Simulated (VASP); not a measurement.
# Si8O15 (a cell with a defect) in VASP: single point with PBE

Aim: the single point of Si8O15 (a cell with a defect) with PBE.

Program: VASP 6.6.1. These are calculated values, not measurements. Logs are shortened: lines on timing, memory, paths and dates and some standing lists are left out, and cuts for length are marked.

## 1. The cell of the first run

The cell holds a defect, 23 atoms: a = 8.132 Å, b = 8.132 Å, c = 6.976 Å, α = 64.60°, β = 64.60°, γ = 50.80°.

## 2. Single point, PBE, collinear spin

File INCAR:

```
PREC     = Accurate       # precision mode
ENCUT    = 520            # plane-wave cutoff, eV
EDIFF    = 1E-6           # SCF threshold, eV
ISMEAR   = -1             # smearing method
SIGMA    = 0.01           # smearing width, eV
LREAL    = Auto         
LASPH    = T              # aspherical terms in the spheres
NELM     = 150            # most SCF steps
ALGO     = Normal         # electronic algorithm
ISIF     = 2              # what is computed and relaxed
LWAVE    = F              # write WAVECAR
LCHARG   = T              # write CHGCAR
ISPIN    = 2              # spin polarisation
MAGMOM   = 0 0 0 0 0 0.5 0.5 0 0 0 0 0 0 0 0 0 0 0 0 0 0 0 0 # initial moments
LORBIT   = 11             # projections on sites
GGA      = PE             # functional
LELF     = T              # ELF
LVHAR    = T            
NBANDS   = 82             # bands
NELECT   = 121.0
```

File KPOINTS:

```
regular mesh
0
Gamma
  3 3 3
```

File POSCAR:

```
Si8O15
1.0
    0.0000000000      4.9329000000      6.4645000000
    4.9329000000      0.0000000000      6.4645000000
    4.9329000000      4.9329000000      0.0000000000
Si O
8 15
Direct
    0.2510817371      0.2510528884      0.5541846403
    0.7365242093      0.7571434653      0.0693881187
    0.9382455198      0.3090324483      0.3769276413
    0.4416156134      0.8148454326      0.8666994163
    0.0098019760      0.0025421482      0.1783096681
    0.5195887579      0.4799148379      0.6960898253
    0.5621235162      0.2002334526      0.1229009784
    0.0611764038      0.6806572225      0.6339489632
    0.9785115415      0.8436891345      0.4112537091
    0.5735703126      0.9875396906      0.1503116870
    0.0934934806      0.4501812044      0.6770650223
    0.1065562996      0.1931530452      0.5269568769
    0.5806250778      0.7122976091      0.0435448288
    0.7175381503      0.3122442793      0.5436105611
    0.2012678241      0.8620544189     -0.0024542231
    0.8725915218      0.5582982837      0.2522917616
    0.4305098212      0.0326596515      0.6921559174
    0.3753702121      0.3314135638      0.3096312688
    0.8928817798      0.7939119725      0.8383174195
    0.7898805262      0.1646571361      0.0809877320
    0.2966297316      0.6254630070      0.6216247759
    0.0512536636      0.1625060841      0.2034304616
    0.5700823235      0.6216590235      0.7373329494
```

Potentials or basis: VASP PAW PBE potentials, release 64 (Si, O).

Launch:

```bash
cat potpaw_PBE.64/Si/POTCAR potpaw_PBE.64/O/POTCAR > POTCAR
mpirun -np 1 vasp_std > vasp.out
```

OUTCAR:

```text
PREC = Accurate
   ENCUT = 520
   EDIFF = 1E-6
   ISMEAR = -1
   LREAL = Auto
   LASPH = T
   NELM = 150
   ISIF = 2
   ISPIN = 2
   LORBIT = 11
   GGA = PE
   NELECT = 121.0

 ion  position               nearest neighbor table
   1  0.251  0.251  0.554-  12 1.61  11 1.62  17 1.63  18 1.66   7 2.97   3 2.98   8 3.00   4 3.01

   2  0.737  0.757  0.069-  13 1.62  19 1.62  16 1.63  10 1.65   4 2.98   8 3.04   3 3.05   7 3.06

   3  0.938  0.309  0.377-  12 1.62  22 1.62  16 1.63  14 1.66   6 2.94   1 2.98   5 2.98   2 3.05

   4  0.442  0.815  0.867-  13 1.62  15 1.62  17 1.63  23 1.65   2 2.98   5 2.98   1 3.01   6 3.03

   5  0.010  0.003  0.178-  15 1.62   9 1.62  22 1.62  20 1.64   3 2.98   4 2.98   7 3.04   8 3.12

   6  0.520  0.480  0.696-  21 1.59  23 1.60  14 1.61   7 2.87   3 2.94   4 3.03   8 3.14
   7  0.562  0.200  0.123-  20 1.59  10 1.60  18 1.61   6 2.87   1 2.97   5 3.04   2 3.06
   8  0.061  0.681  0.634-  19 1.62   9 1.62  11 1.62  21 1.64   1 3.00   2 3.04   5 3.12   6 3.14

   9  0.979  0.844  0.411-   8 1.62   5 1.62
  10  0.574  0.988  0.150-   7 1.60   2 1.65
  11  0.093  0.450  0.677-   1 1.62   8 1.62
  12  0.107  0.193  0.527-   1 1.61   3 1.62
  13  0.581  0.712  0.044-   2 1.62   4 1.62
  14  0.718  0.312  0.544-   6 1.61   3 1.66
  15  0.201  0.862  0.998-   4 1.62   5 1.62
  16  0.873  0.558  0.252-   2 1.63   3 1.63
  17  0.431  0.033  0.692-   4 1.63   1 1.63
  18  0.375  0.331  0.310-   7 1.61   1 1.66
  19  0.893  0.794  0.838-   8 1.62   2 1.62
  20  0.790  0.165  0.081-   7 1.59   5 1.64
  21  0.297  0.625  0.622-   6 1.59   8 1.64
  22  0.051  0.163  0.203-   3 1.62   5 1.62
  23  0.570  0.622  0.737-   6 1.60   4 1.65

  LATTYP: Found a body centered tetragonal cell.
 ALAT       =     6.9761740818
 C/A-ratio  =     1.8533081096

  Lattice vectors:

 A1 = (  -4.9329000000,   0.0000000000,   6.4645000000)
 A2 = (   4.9329000000,   0.0000000000,   6.4645000000)
 A3 = (   0.0000000000,   4.9329000000,  -6.4645000000)

Analysis of symmetry for initial positions (statically):
=====================================================================
 Subroutine PRICEL returns:
 Original cell was already a primitive cell.

 Routine SETGRP: Setting up the symmetry group for a
 body centered tetragonal supercell.

 Subroutine GETGRP returns: Found  1 space group operations
 (whereof  1 operations were pure point group operations)
 out of a pool of 16 trial point group operations.

The static configuration has the point symmetry C_1 .

Analysis of symmetry for dynamics (positions and initial velocities):
=====================================================================
 Subroutine PRICEL returns:
 Original cell was already a primitive cell.

 Routine SETGRP: Setting up the symmetry group for a
 body centered tetragonal supercell.

 Subroutine GETGRP returns: Found  1 space group operations
 (whereof  1 operations were pure point group operations)
 out of a pool of 16 trial point group operations.

The dynamic configuration has the point symmetry C_1 .

Analysis of structural, dynamic, and magnetic symmetry:
=====================================================================
 Subroutine PRICEL returns:
 Original cell was already a primitive cell.

 Routine SETGRP: Setting up the symmetry group for a
 body centered tetragonal supercell.

 Subroutine GETGRP returns: Found  1 space group operations
 (whereof  1 operations were pure point group operations)
 out of a pool of 16 trial point group operations.

The overall configuration has the point symmetry C_1 .

 Subroutine INISYM returns: Found  1 space group operations
 (whereof  1 operations are pure point group operations),
 and found     1 'primitive' translations

----------------------------------------------------------------------------------------

                                     Primitive cell

  volume of cell :     314.6079

  direct lattice vectors                    reciprocal lattice vectors
[... 98 lines left out ...]
 -0.333333  0.333333 -0.333333      2.000000
  0.333333 -0.333333 -0.333333      2.000000
   k-points           NKPTS =     14   k-points in BZ     NKDIM =     14   number of bands    NBANDS=     82
   number of dos      NEDOS =    301   number of ions     NIONS =     23
   total plane-waves  NPLWV = 194400
   dimension x,y,z NGX =    60 NGY =   60 NGZ =   54
   dimension x,y,z NGXF=   120 NGYF=  120 NGZF=  108
   ions per type =               8  15
   NGX,Y,Z   is equivalent  to a cutoff of  12.27, 12.27, 12.87 a.u.
   NGXF,Y,Z  is equivalent  to a cutoff of  24.53, 24.53, 25.74 a.u.
 SYSTEM =  unknown system
   PREC   = accura    normal or accurate (medium, high low for compatibility)
   ISTART =      0    job   : 0-new  1-cont  2-samecut
   ICHARG =      2    charge: 1-file 2-atom 10-const
   ISPIN  =      2    spin polarized calculation?
   LNONCOLLINEAR =      F non collinear calculations
   LSORBIT =      F    spin-orbit coupling
   LASPH  =      T    aspherical Exc in radial PAW
   ENCUT  =  520.0 eV  38.22 Ry    6.18 a.u.  15.12 15.12 12.97*2*pi/ulx,y,z
   NELM   =    150;   NELMIN=  2; NELMDL= -5     # of ELM steps
   EDIFF  = 0.1E-05   stopping-criterion for ELM
   LREAL  =      T    real-space projection
   EDIFFG = 0.1E-04   stopping-criterion for IOM
   NSW    =      0    number of steps for IOM
   IBRION =     -1    ionic relax: 0-MD 1-quasi-New 2-CG
   NFREE  =      0    steps in history (QN), initial steepest desc. (CG)
   ISIF   =      2    stress and relaxation
   ISYM   =      2    0-nonsym 1-usesym 2-fastsym
   POTIM  = 0.5000    time-step for ionic-motion
   TEBEG  =    0.0;   TEEND  =   0.0 temperature during run
   PSTRESS=    0.0 pullay stress
   NELECT =     121.0000    total number of electrons
   NUPDOWN=      -1.0000    fix difference up-down
   EMIN   =  10.00;   EMAX   =-10.00  energy-range for DOS
   EFERMI =   0.00;   METHOD = LEGACY
   ISMEAR =    -1;   SIGMA  =   0.01  broadening in eV -4-tet -1-fermi 0-gaus
   EFERMI_NEDOS =   21; number of points for ismear=-14 and -15
   IALGO  =     38    algorithm
   IMIX   =      4    mixing-type and parameters
     AMIX     =   0.40;   BMIX     =  1.00
     AMIX_MAG =   1.60;   BMIX_MAG =  1.00
  volume/ion in A,a.u.               =      13.68        92.31
  Fermi-wavevector in a.u.,A,eV,Ry     =   1.190548  2.249809 19.284947  1.417404
  Thomas-Fermi vector in A             =   2.326630
   LORBIT       =     11    0 simple, 1 ext, 2 COOP (PROOUT), +10 PAW based schemes
   GGA     = PE    functional components
   LHFCALC =     F    Hartree Fock is set to
   AEXX    =    0.0000 exact exchange contribution
   IVDW    =     0    specifies the selected vdW correction
   LEPSILON=     F    determine dielectric tensor
   LRPA    =     F    only Hartree local field effects (RPA)
 spin polarized calculation
  energy-cutoff  :      520.00
  volume of cell :      314.61
 maximum number of plane-waves:      8488
   NGX = 31   NGY = 31   NGZ = 25

 number of electron     120.9999997 magnetization       1.0000000

 Free energy of the ion-electron system (eV)
  ---------------------------------------------------
  ext. energy  EPLUGINS =         0.00000000
  ---------------------------------------------------
  free energy    TOTEN  =      -180.73601696 eV

  energy without entropy =     -180.73601696  energy(sigma->0) =     -180.73601696

 E-fermi :   1.4373     XC(G=0):  -8.7685

 val. band max:        1.1418218159   @ k =   0.3333  -0.3333  -0.3333
 cond. band min:       2.3241539356   @ k =   0.0000   0.0000   0.0000
 fundamental gap:      1.1823321196
 Fermi energy:         1.4372729121

 spin component 1

 k-point     1 :       0.0000    0.0000    0.0000
  band No.  band energies     occupation
      1     -18.7860      1.00000
      2     -18.1542      1.00000
      3     -17.8855      1.00000
      4     -17.8667      1.00000
      5     -17.8414      1.00000
      6     -17.8201      1.00000
[... 1039 lines left out ...]
     71      10.0634      0.00000
     72      10.2969      0.00000
 Fermi energy:         1.4372729121

 spin component 2

 k-point     1 :       0.0000    0.0000    0.0000
  band No.  band energies     occupation
      1     -18.7459      1.00000
      2     -18.0778      1.00000
      3     -17.8462      1.00000
      4     -17.8350      1.00000
      5     -17.8069      1.00000
      6     -17.7892      1.00000
[... 1039 lines left out ...]
     71      10.1140      0.00000
     72      10.3227      0.00000
 [bands above 72 left out]

------------------------ aborting loop because EDIFF is reached ----------------------------------------

  FORCE on cell =-STRESS in cart. coord.  units (eV):
  Direction    XX          YY          ZZ          XY          YZ          ZX
  --------------------------------------------------------------------------------------
  -------------------------------------------------------------------------------------
  Total       -2.3513491     -6.0733722     -0.0224265     -0.1411683      6.5501051      0.4661911
  in kB      -11.9745207    -30.9293593     -0.1142096     -0.7189159     33.3571774      2.3741330
  external PRESSURE =     -14.3393632 kB  Pullay stress =       0.0000000 kB

 VOLUME and BASIS-vectors are now :
 -----------------------------------------------------------------------------
  energy-cutoff  :      520.00
  volume of cell :      314.61
      direct lattice vectors                 reciprocal lattice vectors
     0.000000000  4.932900000  6.464500000    -0.101360255  0.101360255  0.077345502
     4.932900000  0.000000000  6.464500000     0.101360255 -0.101360255  0.077345502
     4.932900000  4.932900000  0.000000000     0.101360255  0.101360255 -0.077345502

 POSITION                                       TOTAL-FORCE (eV/Angst)
 -----------------------------------------------------------------------------------
      3.97216      3.97230      3.24605         0.006852      0.016401      0.001676
      4.07720      3.97548      9.65581         0.032527      0.005652      0.006976
      3.38377      6.48762      8.06303        -0.014604      0.023475     -0.007180
      8.29489      6.45379      8.12239        -0.033391      0.017182     -0.003777
      0.89212      0.92794      0.07980        -0.019590     -0.038970     -0.013839
      5.80111      5.99682      6.46129        -0.000764      0.011159     -0.015762
[... 15 lines left out ...]
      1.80513      1.25633      1.38185         0.001432      0.001627      0.008379
      6.70377      6.44935      7.70401         0.027847      0.011155      0.019129
 -----------------------------------------------------------------------------------
    total drift:                                0.006226     -0.000015      0.008861

  FREE ENERGIE OF THE ION-ELECTRON SYSTEM (eV)
  ---------------------------------------------------
  free  energy   TOTEN  =      -180.7360169558 eV

  energy  without entropy=     -180.7360169558  energy(sigma->0) =     -180.73601696

 total charge

# of ion       s       p       d       tot
------------------------------------------
    1        0.643   0.973   0.000   1.616
    2        0.642   0.981   0.000   1.622
    3        0.643   0.973   0.000   1.616
    4        0.644   0.978   0.000   1.622
    5        0.640   0.976   0.000   1.616
    6        0.666   0.948   0.000   1.614
[... 15 lines left out ...]
   22        1.553   3.672   0.000   5.225
   23        1.557   3.651   0.000   5.209
--------------------------------------------------
tot         28.475  62.772   0.000  91.246

 magnetization (x)

# of ion       s       p       d       tot
------------------------------------------
    1        0.001   0.002   0.000   0.003
    2        0.000   0.000   0.000   0.000
    3        0.001   0.002   0.000   0.002
    4       -0.000   0.000   0.000   0.000
    5        0.002   0.004   0.000   0.006
    6        0.025   0.055   0.000   0.080
[... 15 lines left out ...]
   22        0.000   0.006   0.000   0.006
   23        0.003   0.067   0.000   0.070
--------------------------------------------------
tot          0.086   0.406   0.000   0.492
```

Wall time 21 min (1 thread of Intel Xeon Platinum 8259CL at 2.50GHz (Skylake/Cascade Lake), shared host); peak memory 0.85 GiB.

What came out:

```yaml
Free_energy: -180.7360 eV
Largest_force: 0.047 eV/Å
Net_moment: 1.00 μB per cell
Site_moments: Si +0.00, +0.01, +0.08, +0.10; O +0.01, +0.05, +0.00, +0.04, +0.03, +0.07 μB
Valence_electrons_inside_the_program's_atomic_spheres: Si 1.62, 1.61; O 5.23, 5.21, 5.24, 5.20, 5.22
```

Forces in eV/Å, atoms in the order of the input:
```
Si   0.007  0.016  0.002
Si   0.033  0.006  0.007
Si  -0.015  0.023 -0.007
Si  -0.033  0.017 -0.004
Si  -0.020 -0.039 -0.014
Si  -0.001  0.011 -0.016
Si   0.007 -0.030  0.035
Si   0.022 -0.027  0.019
O   -0.002  0.007  0.005
O   -0.030 -0.010 -0.020
O    0.006  0.005  0.001
O   -0.001 -0.009 -0.001
O   -0.003  0.001 -0.003
O   -0.031  0.010 -0.001
O   -0.001  0.000 -0.004
O    0.002  0.009 -0.007
O   -0.001  0.006  0.008
O    0.034 -0.015 -0.007
O    0.002  0.001 -0.005
O   -0.011  0.020  0.019
O    0.007 -0.016 -0.035
O    0.001  0.002  0.008
O    0.028  0.011  0.019
```

Levels at points of the mesh, in eV from the Fermi level:
Spin up:
| k point | band 57 | band 58 | band 59 | band 60 | band 61 | band 62 | band 63 | band 64 | band 65 | band 66 |
| --- | --- | --- | --- | --- | --- | --- | --- | --- | --- | --- |
| (0.00, 0.00, 0.00) | -1.31 | -1.25 | -1.16 | -0.84 | -0.41 | 5.04 | 5.34 | 6.75 | 6.77 | 7.88 |
Spin down:
| k point | band 56 | band 57 | band 58 | band 59 | band 60 | band 61 | band 62 | band 63 | band 64 | band 65 |
| --- | --- | --- | --- | --- | --- | --- | --- | --- | --- | --- |
| (0.00, 0.00, 0.00) | -1.38 | -1.28 | -1.23 | -1.15 | -0.82 | 0.89 | 5.45 | 5.87 | 7.19 | 7.27 |

Caveat: the cell carries a net charge on a neutralising background, which shifts energy and pressure; the cell is charged against a uniform background, so pressure and absolute levels hang on convention.
